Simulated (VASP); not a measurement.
# Ag12CO in VASP: single point with PBE+D3(BJ)

Aim: the single point of Ag12CO with PBE+D3(BJ).

All numbers are computed with VASP 6.6.1; they aren't measurements. Logs are shortened: lines on timing, memory, paths and dates and some standing lists are left out, and cuts for length are marked.

## Step 1: The cell of the first run

The cell holds a slab with vacuum, 14 atoms: a = 5.761 Å, b = 5.761 Å, c = 23.854 Å, α = 90.00°, β = 90.00°, γ = 120.00°.

## Step 2: Single point, PBE+D3(BJ)

INCAR reads:

```
ALGO     = Normal         # electronic algorithm
DIPOL    = 0.5 0.5 0.471
EDIFF    = 1E-6           # SCF threshold, eV
ENCUT    = 520            # plane-wave cutoff, eV
GGA      = PE             # functional
IDIPOL   = 3            
ISIF     = 2              # what is computed and relaxed
ISMEAR   = 0              # smearing method
IVDW     = 12             # dispersion correction
LASPH    = T              # aspherical terms in the spheres
LCHARG   = T              # write CHGCAR
LDIPOL   = T            
LELF     = T              # ELF
LREAL    = F              # projectors in reciprocal space
LVACPOTAV= T            
LVHAR    = T            
LWAVE    = F              # write WAVECAR
NBANDS   = 84             # bands
NELM     = 60             # most SCF steps
PREC     = Accurate       # precision mode
SIGMA    = 0.1            # smearing width, eV
```

KPOINTS reads:

```
k-points
0
Gamma
  4 4 1
```

POSCAR reads:

```
Ag12CO
1.0
    5.7606628207      0.0000000000      0.0000000000
   -2.8803314104      4.9888803454      0.0000000000
    0.0000000000      0.0000000000     23.8535614970
Ag C O
12 1 1
Direct
    0.3333333333      0.1666666667      0.3353796875
    0.3333333333      0.6666666667      0.3353796875
    0.8333333333      0.1666666667      0.3353796875
    0.8333333333      0.6666666667      0.3353796875
    0.6666298969      0.3332597937      0.4343850609
    0.6666298969      0.8333701031      0.4343850609
    0.1666666667      0.3333333333      0.4345077728
    0.1667402063      0.8333701031      0.4343850609
   -0.0003992624      0.5003992624      0.5333811264
   -0.0003992624     -0.0007985249      0.5333811264
    0.5007985249      0.5003992624      0.5333811264
    0.5000000000      0.0000000000      0.5333942113
    0.1666666667      0.3333333333      0.6641862287
    0.1666666667      0.3333333333      0.7118235536
```

Potentials or basis: VASP PAW PBE potentials, release 64 (Ag, C, O).

Command:

```console
> cat potpaw_PBE.64/Ag/POTCAR potpaw_PBE.64/C/POTCAR potpaw_PBE.64/O/POTCAR > POTCAR
> mpirun -np 1 vasp_std > vasp.out
```

OUTCAR:

```text
EDIFF = 1E-6
   ENCUT = 520
   GGA = PE
   ISIF = 2
   ISMEAR = 0
   IVDW = 12
   LASPH = T
   LREAL = F
   NELM = 60
   PREC = Accurate
 IVDW          = 12

 ion  position               nearest neighbor table
   1  0.333  0.167  0.335-   3 2.88   3 2.88   4 2.88   4 2.88   2 2.88   2 2.88   5 2.89   8 2.89
                             7 2.89
   2  0.333  0.667  0.335-   4 2.88   4 2.88   3 2.88   3 2.88   1 2.88   1 2.88   8 2.89   6 2.89
                             7 2.89
   3  0.833  0.167  0.335-   1 2.88   1 2.88   2 2.88   2 2.88   4 2.88   4 2.88   5 2.89   6 2.89
                             7 2.89
   4  0.833  0.667  0.335-   2 2.88   2 2.88   1 2.88   1 2.88   3 2.88   3 2.88   6 2.89   8 2.89
                             5 2.89
   5  0.667  0.333  0.434-   8 2.88   6 2.88   7 2.88   7 2.88   8 2.88   6 2.88   9 2.89  11 2.89
                            12 2.89   3 2.89   1 2.89   4 2.89
   6  0.667  0.833  0.434-   8 2.88   5 2.88   7 2.88   7 2.88   8 2.88   5 2.88  10 2.89  11 2.89
                            12 2.89   2 2.89   3 2.89   4 2.89
   7  0.167  0.333  0.435-   5 2.88   5 2.88   6 2.88   6 2.88   8 2.88   8 2.88  11 2.89   9 2.89
                            10 2.89   1 2.89   3 2.89   2 2.89
   8  0.167  0.833  0.434-   6 2.88   5 2.88   7 2.88   7 2.88   6 2.88   5 2.88  10 2.89   9 2.89
                            12 2.89   2 2.89   1 2.89   4 2.89
   9  1.000  0.500  0.533-  11 2.87  10 2.87  12 2.88  12 2.88   5 2.89   8 2.89  11 2.89  10 2.89
                             7 2.89
  10  1.000  0.999  0.533-  11 2.87   9 2.87  12 2.88  12 2.88   6 2.89   8 2.89  11 2.89   9 2.89
                             7 2.89
  11  0.501  0.500  0.533-   9 2.87  10 2.87  12 2.88  12 2.88   5 2.89   6 2.89   9 2.89  10 2.89
                             7 2.89
  12  0.500  0.000  0.533-  10 2.88  11 2.88   9 2.88   9 2.88  10 2.88  11 2.88   8 2.89   5 2.89
                             6 2.89
  13  0.167  0.333  0.664-  14 1.14
  14  0.167  0.333  0.712-  13 1.14

  LATTYP: Found a hexagonal cell.
 ALAT       =     5.7606628207
 C/A-ratio  =     4.1407668248

  Lattice vectors:

 A1 = (   5.7606628207,   0.0000000000,   0.0000000000)
 A2 = (  -2.8803314104,   4.9888803454,   0.0000000000)
 A3 = (   0.0000000000,   0.0000000000,  23.8535614970)

Analysis of symmetry for initial positions (statically):
=====================================================================
 Subroutine PRICEL returns:
 Original cell was already a primitive cell.

 Routine SETGRP: Setting up the symmetry group for a
 hexagonal supercell.

 Subroutine GETGRP returns: Found  6 space group operations
 (whereof  2 operations were pure point group operations)
 out of a pool of 24 trial point group operations.

The static configuration has the point symmetry C_1h.
 The point group associated with its full space group is C_3v.

[... 143 lines left out ...]
   AEXX    =    0.0000 exact exchange contribution
   IVDW    =    12    specifies the selected vdW correction
   LEPSILON=     F    determine dielectric tensor
   LRPA    =     F    only Hartree local field effects (RPA)
 non-spin polarized calculation
 Gauss-broadening in eV      SIGMA  =   0.10
  energy-cutoff  :      520.00
  volume of cell :      685.53
 maximum number of plane-waves:     18485
 NGX is ok and might be reduce to    48
   NGX = 21   NGY = 21   NGZ = 89

 dipolmoment           0.000000      0.000000      0.008020 electrons x Angstroem

 number of electron     141.9999979 magnetization

 dipolmoment           0.000000      0.000000     -0.050374 electrons x Angstroem

 Free energy of the ion-electron system (eV)
  ---------------------------------------------------
  ext. energy  EPLUGINS =         0.00000000
  ---------------------------------------------------
  free energy    TOTEN  =       -44.42901028 eV

  energy without entropy =      -44.35922811  energy(sigma->0) =      -44.39411920

 E-fermi :  -0.2872     XC(G=0):  -4.8141

 val. band max:       -0.3149342782   @ k =   0.2500   0.2500   0.0000
 cond. band min:      -0.2836199751   @ k =   0.2500  -0.0000   0.0000
 fundamental gap:      0.0313143031
 Fermi energy:        -0.2871607529

 k-point     1 :       0.0000    0.0000    0.0000
  band No.  band energies     occupation
      1     -25.5164      2.00000
      2     -10.2137      2.00000
      3      -7.9567      2.00000
      4      -7.9567      2.00000
      5      -7.4493      2.00000
      6      -6.4840      2.00000
[... 333 lines left out ...]
     82       4.1517      0.00000
     83       4.4589      0.00000
 [bands above 83 left out]

------------------------ aborting loop because EDIFF is reached ----------------------------------------

 Edisp (eV)   -5.05910

 E8    (eV) :    -2.2857

  FORCE on cell =-STRESS in cart. coord.  units (eV):
  Direction    XX          YY          ZZ          XY          YZ          ZX
  --------------------------------------------------------------------------------------
  -------------------------------------------------------------------------------------
  Total      -2.67620    -2.67620     0.78814     0.00000     0.00000    -0.00000
  in kB      -6.25460    -6.25460     1.84198     0.00000     0.00000    -0.00000
  external pressure =       -3.56 kB  Pullay stress =        0.00 kB

 VOLUME and BASIS-vectors are now :
 -----------------------------------------------------------------------------
  energy-cutoff  :      520.00
  volume of cell :      685.53
      direct lattice vectors                 reciprocal lattice vectors
     5.760662821  0.000000000  0.000000000     0.173591135  0.100222889  0.000000000
    -2.880331410  4.988880345  0.000000000     0.000000000  0.200445778  0.000000000
     0.000000000  0.000000000 23.853561497     0.000000000  0.000000000  0.041922461

 POSITION                                       TOTAL-FORCE (eV/Angst)
 -----------------------------------------------------------------------------------
      1.44017      0.83148      8.00000         0.005939     -0.003429      0.004859
     -0.00000      3.32592      8.00000        -0.000000      0.006858      0.004859
      4.32050      0.83148      8.00000        -0.005939     -0.003429      0.004859
      2.88033      3.32592      8.00000        -0.000000     -0.000000      0.000261
      2.88033      1.66259     10.36163         0.000000     -0.000909      0.000928
      1.43985      4.15758     10.36163        -0.000787      0.000454      0.000928
      0.00000      1.66296     10.36456        -0.000000     -0.000000     -0.000906
     -1.43985      4.15758     10.36163         0.000787      0.000454      0.000928
      4.31705      2.49643     12.72304        -0.002909      0.001679     -0.004849
      2.88033      4.98490     12.72304         0.000000     -0.003359     -0.004849
      1.44362      2.49643     12.72304         0.002909      0.001679     -0.004849
      2.88033      0.00000     12.72335        -0.000000     -0.000000     -0.004246
      0.00000      1.66296     15.84321        -0.000000     -0.000000     -0.923428
      0.00000      1.66296     16.97953        -0.000000     -0.000000      0.925507
 -----------------------------------------------------------------------------------
    total drift:                               -0.000000      0.000000      0.000581

  FREE ENERGIE OF THE ION-ELECTRON SYSTEM (eV)
  ---------------------------------------------------
  free  energy   TOTEN  =       -49.4881128382 eV

  energy  without entropy=      -49.4183306695  energy(sigma->0) =      -49.45322175

 vacuum level on the upper side and lower side of the slab         3.944         4.261
```

OSZICAR:

```text
N       E                     dE             d eps       ncg     rms          rms(c)
DAV:   1     0.926520798652E+03    0.92652E+03   -0.63284E+04   672   0.143E+03
DAV:   2     0.105286414229E+02   -0.91599E+03   -0.87147E+03   744   0.307E+02
DAV:   3    -0.463785787551E+02   -0.56907E+02   -0.55766E+02   808   0.688E+01
[... 14 lines left out ...]
DAV:  18    -0.444289642610E+02   -0.40183E-04   -0.21098E-06   520   0.799E-03    0.180E-03
DAV:  19    -0.444289957993E+02   -0.31538E-04   -0.18163E-06   528   0.418E-03    0.130E-03
DAV:  20    -0.444290058514E+02   -0.10052E-04   -0.49703E-07   456   0.190E-03    0.927E-04
DAV:  21    -0.444290095466E+02   -0.36952E-05   -0.19337E-07   452   0.111E-03    0.336E-04
DAV:  22    -0.444290102824E+02   -0.73586E-06   -0.40371E-08   412   0.713E-04
   1 F= -.49488113E+02 E0= -.49453222E+02  d E =-.697822E-01
```

Wall time 8.1 min (1 thread of Intel Xeon Platinum 8559C (Emerald Rapids), shared host); peak memory 0.89 GiB.

What came out:

```
Free energy                : -49.4881 eV
Largest force              : 0.926 eV/Å
Band gap on the k mesh     : zero (bands 71 and 72 overlap by 0.40 eV)
Dispersion energy per atom : -0.361 eV
```

Forces on the atoms (eV/Å):
```
Ag   0.006 -0.003  0.005
Ag   0.000  0.007  0.005
Ag  -0.006 -0.003  0.005
Ag   0.000  0.000  0.000
Ag   0.000 -0.001  0.001
Ag  -0.001  0.000  0.001
Ag   0.000  0.000 -0.001
Ag   0.001  0.000  0.001
Ag  -0.003  0.002 -0.005
Ag   0.000 -0.003 -0.005
Ag   0.003  0.002 -0.005
Ag   0.000  0.000 -0.004
C    0.000  0.000 -0.923
O    0.000  0.000  0.926
```

The gap in the log of VASP goes by the Fermi energy; the results here count the filled bands.